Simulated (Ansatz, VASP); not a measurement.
# Cu in VASP and in Ansatz

```
CELL_PARAMETERS angstrom
0.00000 1.80750 1.80750
1.87076 0.00000 1.80750
1.87076 1.80750 0.00000
ATOMIC_POSITIONS crystal
Cu 0.00000 0.00000 0.00000
```

Change from the starting cell: strain +0.0350 x Voigt [1, 0, 0, 0, 0, 0], atoms carried along.

Alike in both runs: task single point; functional PBE; k mesh 22 × 22 × 22; occupations gaussian, width 0.15 eV; no spin polarisation.

|  | VASP | Ansatz |
| --- | --- | --- |
| version | VASP 6.6.1 | Ansatz 0.2.0 |
| potentials or method | VASP PAW PBE potentials, release 64 (Cu), cutoff 520 eV | scalar-relativistic, plane waves, PAW |
| valence electrons in the cell | 11 | 19 |

Ansatz gave:

```
gap on the k mesh at the Fermi level (eV)                     : none
pressure (GPa)                                                : -2.9
traceless stress, the component that is largest in VASP (GPa) : -1.40
```

Q: What did VASP give for the same quantities?

A: gap on the k mesh at the Fermi level (eV): none; pressure (GPa): -2.4; traceless stress, the component that is largest in VASP (GPa): -1.40.

A gap of «none» marks a metal or a gap that the smearing closes. With one functional, cell and mesh, what is left measures potentials, basis and numerics. VASP's potentials hold 11 valence electrons a cell and Ansatz's 19, so a difference there can come from the potentials and not from the codes.
